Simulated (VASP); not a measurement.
# HfC2 (P6/mmm) in VASP: further runs

HfC2 is run at these levels: PBE; tasks: single point, relaxation of cell and atoms.

All numbers are computed with VASP 6.6.1; they aren't measurements. Logs are shortened: lines on timing, memory, paths and dates and some standing lists are left out, and cuts for length are marked.

**1. The cell of the first run**

Symmetry: P6/mmm, No. 191, hexagonal system. The conventional cell has a = 3.004 Å, b = 3.004 Å, c = 5.860 Å, α = 90.00°, β = 90.00°, γ = 120.00°. Hf (site symmetry 6/mmm) has 2 C at 2.31 Å and 6 Hf at 3.00 Å within 3.1 Å. C (site symmetry 6mm) has 1 C at 1.25 Å within 1.7 Å.

The cell was generated, and may not be a known phase.

**2. Single point, PBE**

File INCAR:

```
  PREC = Accurate
  ENCUT = 520
  EDIFF = 1E-7
  ISMEAR = 0
  SIGMA = 0.1
  LREAL = F
  LASPH = T
  NELM = 80
  ALGO = Normal
  ISIF = 2
  LWAVE = F
  LCHARG = F
  GGA = PE
  NBANDS = 16
```

File KPOINTS:

```
regular mesh
0
Gamma
  6 6 4
```

File POSCAR:

```
HfC2
1.0
    3.0036147600      0.0000000000      0.0000000000
   -1.5018073800      2.6012066800      0.0000000000
    0.0000000000      0.0000000000      5.8603063200
Hf C
1 2
Direct
    0.0000000000      0.0000000000      0.5000000000
    0.0000000000      0.0000000000      0.8935338000
    0.0000000000      0.0000000000      0.1064662000
```

Potentials or basis: VASP PAW PBE potentials, release 64 (Hf_pv, C).

Started as:

```console
$ cat potpaw_PBE.64/Hf_pv/POTCAR potpaw_PBE.64/C/POTCAR > POTCAR
$ mpirun -np 1 vasp_std > vasp.out
```

OUTCAR:

```text
PREC = Accurate
   ENCUT = 520
   EDIFF = 1E-7
   ISMEAR = 0
   LREAL = F
   LASPH = T
   NELM = 80
   ISIF = 2
   GGA = PE

 ion  position               nearest neighbor table
   1  0.000  0.000  0.500-   2 2.31   3 2.31
   2  0.000  0.000  0.894-   3 1.25   1 2.31
   3  0.000  0.000  0.106-   2 1.25   1 2.31

  LATTYP: Found a hexagonal cell.
 ALAT       =     3.0036147600
 C/A-ratio  =     1.9510845392

  Lattice vectors:

 A1 = (   3.0036147600,   0.0000000000,   0.0000000000)
 A2 = (  -1.5018073800,   2.6012066800,   0.0000000000)
 A3 = (   0.0000000000,   0.0000000000,   5.8603063200)

Analysis of symmetry for initial positions (statically):
=====================================================================
 Subroutine PRICEL returns:
 Original cell was already a primitive cell.

 Routine SETGRP: Setting up the symmetry group for a
 hexagonal supercell.

 Subroutine GETGRP returns: Found 24 space group operations
 (whereof 24 operations were pure point group operations)
 out of a pool of 24 trial point group operations.

The static configuration has the point symmetry D_6h.

Analysis of symmetry for dynamics (positions and initial velocities):
=====================================================================
 Subroutine PRICEL returns:
 Original cell was already a primitive cell.

 Routine SETGRP: Setting up the symmetry group for a
 hexagonal supercell.

 Subroutine GETGRP returns: Found 24 space group operations
 (whereof 24 operations were pure point group operations)
 out of a pool of 24 trial point group operations.

The dynamic configuration has the point symmetry D_6h.

 Subroutine INISYM returns: Found 24 space group operations
 (whereof 24 operations are pure point group operations),
 and found     1 'primitive' translations

----------------------------------------------------------------------------------------

                                     Primitive cell

  volume of cell :      45.7867

  direct lattice vectors                    reciprocal lattice vectors
     3.003614760  0.000000000  0.000000000     0.332932177  0.192218482  0.000000000
    -1.501807380  2.601206680  0.000000000     0.000000000  0.384436964  0.000000000
     0.000000000  0.000000000  5.860306320     0.000000000  0.000000000  0.170639544

  length of vectors
     3.003614760  3.003614755  5.860306320     0.384436964  0.384436964  0.170639544

  position of ions in fractional coordinates (direct lattice)
     0.000000000  0.000000000  0.500000000
     0.000000000  0.000000000  0.893533800
     0.000000000  0.000000000  0.106466200

  ion indices of the primitive-cell ions
   primitive index   ion index
                 1           1
                 2           2
                 3           3

----------------------------------------------------------------------------------------

 KPOINTS: regular mesh

Automatic generation of k-mesh.
 Grid dimensions read from file:
 generate k-points for:    6    6    4

 Generating k-lattice:

  Cartesian coordinates                     Fractional coordinates (reciprocal lattice)
     0.055488696  0.032036414  0.000000000     0.166666667 -0.000000000  0.000000000
     0.000000000  0.064072827  0.000000000     0.000000000  0.166666667  0.000000000
     0.000000000  0.000000000  0.042659886     0.000000000  0.000000000  0.250000000

  Length of vectors
     0.064072827  0.064072827  0.042659886

  Shift w.r.t. Gamma in fractional coordinates (k-lattice)
     0.000000000  0.000000000  0.000000000

 Subroutine IBZKPT returns following result:
 ===========================================

 Found     21 irreducible k-points:

 Following reciprocal coordinates:
            Coordinates               Weight
  0.000000  0.000000  0.000000      1.000000
  0.166667  0.000000  0.000000      6.000000
  0.333333  0.000000  0.000000      6.000000
  0.500000  0.000000  0.000000      3.000000
  0.166667  0.166667  0.000000      6.000000
  0.333333  0.166667  0.000000     12.000000
[... 13 lines left out ...]
  0.333333  0.166667  0.500000     12.000000
  0.333333  0.333333  0.500000      2.000000
   k-points           NKPTS =     21   k-points in BZ     NKDIM =     21   number of bands    NBANDS=     16
   number of dos      NEDOS =    301   number of ions     NIONS =      3
   total plane-waves  NPLWV =  27648
   dimension x,y,z NGX =    24 NGY =   24 NGZ =   48
   dimension x,y,z NGXF=    48 NGYF=   48 NGZF=   96
   ions per type =               1   2
   NGX,Y,Z   is equivalent  to a cutoff of  13.28, 13.28, 13.62 a.u.
   NGXF,Y,Z  is equivalent  to a cutoff of  26.57, 26.57, 27.23 a.u.
 SYSTEM =  unknown system
   PREC   = accura    normal or accurate (medium, high low for compatibility)
   ISTART =      0    job   : 0-new  1-cont  2-samecut
   ICHARG =      2    charge: 1-file 2-atom 10-const
   ISPIN  =      1    spin polarized calculation?
   LNONCOLLINEAR =      F non collinear calculations
   LSORBIT =      F    spin-orbit coupling
   LASPH  =      T    aspherical Exc in radial PAW
   ENCUT  =  520.0 eV  38.22 Ry    6.18 a.u.   5.58  5.58 10.90*2*pi/ulx,y,z
   NELM   =     80;   NELMIN=  2; NELMDL= -5     # of ELM steps
   EDIFF  = 0.1E-06   stopping-criterion for ELM
   LREAL  =      F    real-space projection
   EDIFFG = 0.1E-05   stopping-criterion for IOM
   NSW    =      0    number of steps for IOM
   IBRION =     -1    ionic relax: 0-MD 1-quasi-New 2-CG
   NFREE  =      0    steps in history (QN), initial steepest desc. (CG)
   ISIF   =      2    stress and relaxation
   ISYM   =      2    0-nonsym 1-usesym 2-fastsym
   POTIM  = 0.5000    time-step for ionic-motion
   TEBEG  =    0.0;   TEEND  =   0.0 temperature during run
   PSTRESS=    0.0 pullay stress
   NELECT =      18.0000    total number of electrons
   NUPDOWN=      -1.0000    fix difference up-down
   EMIN   =  10.00;   EMAX   =-10.00  energy-range for DOS
   EFERMI =   0.00;   METHOD = LEGACY
   ISMEAR =     0;   SIGMA  =   0.10  broadening in eV -4-tet -1-fermi 0-gaus
   EFERMI_NEDOS =   21; number of points for ismear=-14 and -15
   IALGO  =     38    algorithm
   IMIX   =      4    mixing-type and parameters
     AMIX     =   0.40;   BMIX     =  1.00
     AMIX_MAG =   1.60;   BMIX_MAG =  1.00
  volume/ion in A,a.u.               =      15.26       102.99
  Fermi-wavevector in a.u.,A,eV,Ry     =   1.199276  2.266303 19.568760  1.438263
  Thomas-Fermi vector in A             =   2.335143
   LORBIT       =      0    0 simple, 1 ext, 2 COOP (PROOUT), +10 PAW based schemes
   GGA     = PE    functional components
   LHFCALC =     F    Hartree Fock is set to
   AEXX    =    0.0000 exact exchange contribution
   IVDW    =     0    specifies the selected vdW correction
   LEPSILON=     F    determine dielectric tensor
   LRPA    =     F    only Hartree local field effects (RPA)
 non-spin polarized calculation
 Gauss-broadening in eV      SIGMA  =   0.10
  energy-cutoff  :      520.00
  volume of cell :       45.79
 maximum number of plane-waves:      1257
 NGX is ok and might be reduce to    24
   NGX = 11   NGY = 11   NGZ = 21

 number of electron      18.0000000 magnetization

 Free energy of the ion-electron system (eV)
  ---------------------------------------------------
  ext. energy  EPLUGINS =         0.00000000
  ---------------------------------------------------
  free energy    TOTEN  =       -23.62132370 eV

  energy without entropy =      -23.60229637  energy(sigma->0) =      -23.61181003

 E-fermi :   2.5169     XC(G=0): -10.3789

 val. band max:        2.5087081934   @ k =   0.3333   0.1667   0.2500
 cond. band min:       2.5910362692   @ k =   0.1667   0.1667   0.2500
 fundamental gap:      0.0823280758
 Fermi energy:         2.5169423060

 k-point     1 :       0.0000    0.0000    0.0000
  band No.  band energies     occupation
      1     -27.7055      2.00000
      2     -27.4662      2.00000
      3     -27.4662      2.00000
      4     -11.2068      2.00000
      5      -3.2529      2.00000
      6      -2.8887      2.00000
[... 8 lines left out ...]
     15      10.7531      0.00000
     16      11.7905      0.00000

 k-point     2 :       0.1667    0.0000    0.0000
  band No.  band energies     occupation
      1     -27.7291      2.00000
      2     -27.6679      2.00000
      3     -27.5255      2.00000
      4     -10.9500      2.00000
      5      -2.5826      2.00000
      6      -2.5642      2.00000
[... 8 lines left out ...]
     15      11.2562      0.00000
     16      11.6130      0.00000

 k-point     3 :       0.3333    0.0000    0.0000
  band No.  band energies     occupation
      1     -28.2255      2.00000
      2     -27.6420      2.00000
      3     -27.5918      2.00000
      4     -10.3661      2.00000
      5      -1.6770      2.00000
      6      -1.6203      2.00000
[... 8 lines left out ...]
     15      11.2806      0.00000
     16      11.6002      0.00000

 k-point     4 :       0.5000    0.0000    0.0000
  band No.  band energies     occupation
      1     -28.4608      2.00000
      2     -27.6991      2.00000
      3     -27.5533      2.00000
      4     -10.0248      2.00000
      5      -1.1658      2.00000
      6      -0.8735      2.00000
[... 8 lines left out ...]
     15      11.1242      0.00000
     16      11.1686      0.00000

 k-point     5 :       0.1667    0.1667    0.0000
  band No.  band energies     occupation
      1     -28.0569      2.00000
      2     -27.6648      2.00000
      3     -27.6109      2.00000
      4     -10.5247      2.00000
      5      -1.9538      2.00000
      6      -1.7823      2.00000
[... 8 lines left out ...]
     15      11.1384      0.00000
     16      11.6501      0.00000

 k-point     6 :       0.3333    0.1667    0.0000
  band No.  band energies     occupation
      1     -28.3382      2.00000
      2     -27.8356      2.00000
      3     -27.5534      2.00000
      4     -10.0357      2.00000
      5      -1.0990      2.00000
      6      -0.9893      2.00000
[... 8 lines left out ...]
     15      10.5987      0.00000
     16      11.1346      0.00000

 k-point     7 :       0.3333    0.3333    0.0000
  band No.  band energies     occupation
      1     -28.1666      2.00000
      2     -28.1666      2.00000
      3     -27.5342      2.00000
      4      -9.8644      2.00000
      5      -0.5618      2.00000
      6      -0.2901      2.00000
[... 8 lines left out ...]
     15       9.6724      0.00000
     16      13.6703      0.00000

 k-point     8 :       0.0000    0.0000    0.2500
  band No.  band energies     occupation
      1     -27.7058      2.00000
      2     -27.4662      2.00000
      3     -27.4662      2.00000
      4     -11.1541      2.00000
      5      -4.2975      2.00000
      6      -1.8159      2.00000
[... 8 lines left out ...]
     15      10.7383      0.00000
     16      11.1754      0.00000

 k-point     9 :       0.1667    0.0000    0.2500
  band No.  band energies     occupation
      1     -27.7291      2.00000
      2     -27.6682      2.00000
      3     -27.5255      2.00000
      4     -10.9030      2.00000
      5      -3.7706      2.00000
      6      -1.2732      2.00000
[... 8 lines left out ...]
     15      10.5801      0.00000
     16      10.9567      0.00000
[... 115 lines left out ...]
 k-point    16 :       0.1667    0.0000    0.5000
  band No.  band energies     occupation
      1     -27.7290      2.00000
      2     -27.6685      2.00000
      3     -27.5255      2.00000
      4     -10.8542      2.00000
      5      -4.2526      2.00000
      6      -0.5418      2.00000
[... 8 lines left out ...]
     15       9.9698      0.00000
     16      10.1348      0.00000

 k-point    17 :       0.3333    0.0000    0.5000
  band No.  band energies     occupation
      1     -28.2255      2.00000
      2     -27.6419      2.00000
      3     -27.5923      2.00000
      4     -10.2912      2.00000
      5      -3.1434      2.00000
      6      -0.9899      2.00000
[... 8 lines left out ...]
     15       9.6705      0.00000
     16      10.3722      0.00000

 k-point    18 :       0.5000    0.0000    0.5000
  band No.  band energies     occupation
      1     -28.4608      2.00000
      2     -27.6991      2.00000
      3     -27.5537      2.00000
      4      -9.9586      2.00000
      5      -2.4914      2.00000
      6      -1.5687      2.00000
[... 8 lines left out ...]
     15       9.8980      0.00000
     16      10.2571      0.00000

 k-point    19 :       0.1667    0.1667    0.5000
  band No.  band energies     occupation
      1     -28.0569      2.00000
      2     -27.6647      2.00000
      3     -27.6115      2.00000
      4     -10.4452      2.00000
      5      -3.4276      2.00000
      6      -0.6555      2.00000
[... 8 lines left out ...]
     15       9.3803      0.00000
     16      10.2757      0.00000

 k-point    20 :       0.3333    0.1667    0.5000
  band No.  band energies     occupation
      1     -28.3381      2.00000
      2     -27.8356      2.00000
      3     -27.5538      2.00000
      4      -9.9702      2.00000
      5      -2.4821      2.00000
      6      -1.1624      2.00000
[... 8 lines left out ...]
     15      10.1957      0.00000
     16      11.3798      0.00000

 k-point    21 :       0.3333    0.3333    0.5000
  band No.  band energies     occupation
      1     -28.1666      2.00000
      2     -28.1666      2.00000
      3     -27.5346      2.00000
      4      -9.8034      2.00000
      5      -2.1181      2.00000
      6      -0.3809      2.00000
[... 8 lines left out ...]
     15       9.3514      0.00000
     16      12.3563      0.00000

------------------------ aborting loop because EDIFF is reached ----------------------------------------

  FORCE on cell =-STRESS in cart. coord.  units (eV):
  Direction    XX          YY          ZZ          XY          YZ          ZX
  --------------------------------------------------------------------------------------
  -------------------------------------------------------------------------------------
  Total        3.3118070      3.3118070     -2.1409030      0.0000000      0.0000000     -0.0000000
  in kB      115.8873932    115.8873928    -74.9148950      0.0000000      0.0000000     -0.0000000
  external PRESSURE =      52.2866303 kB  Pullay stress =       0.0000000 kB

 VOLUME and BASIS-vectors are now :
 -----------------------------------------------------------------------------
  energy-cutoff  :      520.00
  volume of cell :       45.79
      direct lattice vectors                 reciprocal lattice vectors
     3.003614760  0.000000000  0.000000000     0.332932177  0.192218482  0.000000000
    -1.501807380  2.601206680  0.000000000     0.000000000  0.384436964  0.000000000
     0.000000000  0.000000000  5.860306320     0.000000000  0.000000000  0.170639544

 POSITION                                       TOTAL-FORCE (eV/Angst)
 -----------------------------------------------------------------------------------
      0.00000      0.00000      2.93015        -0.000000      0.000000      0.000000
      0.00000      0.00000      5.23638         0.000000     -0.000000     -3.505623
      0.00000      0.00000      0.62392         0.000000      0.000000      3.505623
 -----------------------------------------------------------------------------------
    total drift:                                0.000000      0.000000      0.000000

  FREE ENERGIE OF THE ION-ELECTRON SYSTEM (eV)
  ---------------------------------------------------
  free  energy   TOTEN  =       -23.6213236953 eV

  energy  without entropy=      -23.6022963705  energy(sigma->0) =      -23.61181003
```

It took 31 s on 1 thread of Intel Xeon 8259CL, shared host; peak memory 0.17 GiB.

What came out:

```
Free energy            : -23.6213 eV
Pressure               : 5.2 GPa
Largest force          : 3.506 eV/Å
Band gap on the k mesh : zero (bands 9 and 10 overlap by 1.22 eV)
```

Forces in eV/Å, atoms in the order of the input:
```
Hf   0.000  0.000  0.000
C    0.000  0.000 -3.506
C    0.000  0.000  3.506
```

Levels at points of the mesh, in eV from the Fermi level:
| k point | band 7 | band 8 | band 9 | band 10 | band 11 | band 12 |
| --- | --- | --- | --- | --- | --- | --- |
| (0.00, 0.00, 0.00) | -3.06 | 0.66 | 0.66 | 1.79 | 1.79 | 4.65 |
| (0.50, 0.00, 0.00) | -3.34 | -2.09 | -1.23 | -0.22 | 3.39 | 3.58 |
| (0.00, 0.00, 0.50) | -2.73 | 0.49 | 0.49 | 1.80 | 1.80 | 5.74 |
| (0.50, 0.00, 0.50) | -2.30 | -1.03 | -0.45 | 0.95 | 1.19 | 4.68 |

Caveat: the k points lie up to 0.40 Å⁻¹ apart, too coarse for converged energies and pressures of a metal; spin-orbit coupling is left out, which moves the levels of the heavy elements; forces of over 1 eV/Å act on the atoms, so gaps and moduli don't describe the material at rest.

**3. Single point, PBE**

This run uses another cell than the first one, of 19.52 Å³/atom.

File INCAR:

```
PREC     = Accurate       # precision mode
ENCUT    = 520            # plane-wave cutoff, eV
EDIFF    = 1E-6           # SCF threshold, eV
ISMEAR   = 0              # smearing method
SIGMA    = 0.1            # smearing width, eV
LREAL    = F              # projectors in reciprocal space
LASPH    = T              # aspherical terms in the spheres
NELM     = 60             # most SCF steps
ALGO     = Normal         # electronic algorithm
ISIF     = 2              # what is computed and relaxed
LWAVE    = F              # write WAVECAR
LCHARG   = T              # write CHGCAR
GGA      = PE             # functional
LELF     = T              # ELF
LVHAR    = T            
NBANDS   = 16             # bands
```

KPOINTS is that of step 2.

File POSCAR:

```
HfC2
1.0
    3.4709153665      0.0000000000      0.0000000000
   -1.7354576833      3.0059008818      0.0000000000
    0.0000000000      0.0000000000      5.6132500950
Hf C
1 2
Direct
    0.0000000000      0.0000000000      0.5000000000
    0.0000000000      0.0000000000      0.8878870026
    0.0000000000      0.0000000000      0.1121129974
```

Potentials or basis: VASP PAW PBE potentials, release 64 (Hf_pv, C).

Started as:

```console
$ cat potpaw_PBE.64/Hf_pv/POTCAR potpaw_PBE.64/C/POTCAR > POTCAR
$ mpirun -np 1 vasp_std > vasp.out
```

It took 44 s on 1 thread of Intel Xeon 8259CL, shared host; peak memory 0.18 GiB.

The run converged. Its results:

```
Free energy            : -24.2287 eV
Pressure               : -0.1 GPa
Largest force          : 0.156 eV/Å
Band gap on the k mesh : zero (bands 9 and 10 overlap by 0.82 eV)
```

Forces in eV/Å, atoms in the order of the input:
```
Hf   0.000  0.000  0.000
C    0.000  0.000 -0.156
C    0.000  0.000  0.156
```

Levels at points of the mesh, in eV from the Fermi level:
```tsv
k point	band 6	band 7	band 8	band 9	band 10	band 11	band 12	band 13
(0.00, 0.00, 0.00)	-4.31	-2.55	0.02	0.02	1.47	1.47	2.73	2.73
(0.50, 0.00, 0.00)	-3.37	-2.53	-1.24	-0.47	-0.35	2.09	2.60	4.60
(0.00, 0.00, 0.50)	-3.04	-1.74	-0.43	-0.43	1.48	1.48	4.58	4.58
(0.50, 0.00, 0.50)	-2.98	-1.27	-0.95	-0.79	0.85	2.49	4.14	4.60
```

Caveat: spin-orbit coupling is left out, which moves the levels of the heavy elements.

(Continued in part 2 of 2.)

The gap in the log of VASP goes by the Fermi energy; the results here count the filled bands.